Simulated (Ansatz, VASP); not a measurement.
**Two plane-wave programs on Na4I**

INCAR

```
SYSTEM = Na4I
  PREC = Accurate
  ENCUT = 600
  EDIFF = 1E-7
  ISMEAR = 0
  SIGMA = 0.1
  LREAL = .False.
  LASPH = .True.
  NELM = 100
  ALGO = Normal
  ISIF = 3
  LWAVE = .False.
  LCHARG = .False.
  GGA = PE
  IBRION = 2
  NSW = 90
  EDIFFG = -0.04
```

Contents of KPOINTS:

```
regular mesh
0
Gamma
  4 4 4
  0 0 0
```

POSCAR

```
Na4I
1.0
    5.1592034500      0.0000000000      0.0000000000
    0.0000000000      5.1592034500      0.0000000000
    0.0000000000      0.0000000000      5.1592034500
Na I
4 1
Direct
    0.5000000000      0.0000000000      0.0000000000
    0.0000000000      0.5000000000      0.0000000000
    0.0000000000      0.0000000000      0.5000000000
    0.0000000000      0.0000000000      0.0000000000
    0.5000000000      0.5000000000      0.5000000000
```

Input for Ansatz:

```yaml
crystal:
  lattice:
    - [5.15920345, 0.0, 0.0]
    - [0.0, 5.15920345, 0.0]
    - [0.0, 0.0, 5.15920345]
  atoms:
    - { symbol: Na, position: [0.5, 0.0, 0.0] }
    - { symbol: Na, position: [0.0, 0.5, 0.0] }
    - { symbol: Na, position: [0.0, 0.0, 0.5] }
    - { symbol: Na, position: [0.0, 0.0, 0.0] }
    - { symbol: I, position: [0.5, 0.5, 0.5] }
basis:
  ecutwfc: 420
kpoints:
  mp_grid: { grid: [4, 4, 4] }
hamiltonian:
  xc: pbe
scf:
  occupations: { method: gaussian, width: 0.1 }
  lower_state_search: "off"
output:
  forces: true
  stress: true
  eigenvalues: true
relax:
  adjacent_minimum: "off"
  f_tol: 0.04
  max_steps: 70
  cell: { stress_tol: 0.4 }
```

Alike in both runs: task relaxation of cell and atoms; functional PBE; k mesh 4 × 4 × 4; occupations gaussian, width 0.1 eV; no spin polarisation.

|  | VASP | Ansatz |
| --- | --- | --- |
| version | VASP 6.6.1 | Ansatz 0.2.0 |
| potentials or method | VASP PAW PBE potentials, release 64 (Na_pv, I), cutoff 600 eV | scalar-relativistic, plane waves, PAW |
| valence electrons in the cell | 35 | 53 |

Ansatz gave:

```
gap on the k mesh at the Fermi level, each at its own relaxed structure (eV) : none
relaxed volume (Å³/atom)                                                     : 44.67
relaxed cell length with the largest relative difference (Å)                 : 6.067
```

**Question.** Which values does VASP return?

**Answer.** gap on the k mesh at the Fermi level, each at its own relaxed structure (eV): none; relaxed volume (Å³/atom): 44.11; relaxed cell length with the largest relative difference (Å): 6.042.

A gap of «none» marks a metal or a gap that the smearing closes. VASP's potentials hold 35 valence electrons a cell and Ansatz's 53, so a difference there can come from the potentials and not from the codes.

Spin-orbit coupling is off throughout. Noted on VASP's run: the volume moved by over 15 % at a fixed basis, so the end points are rough.
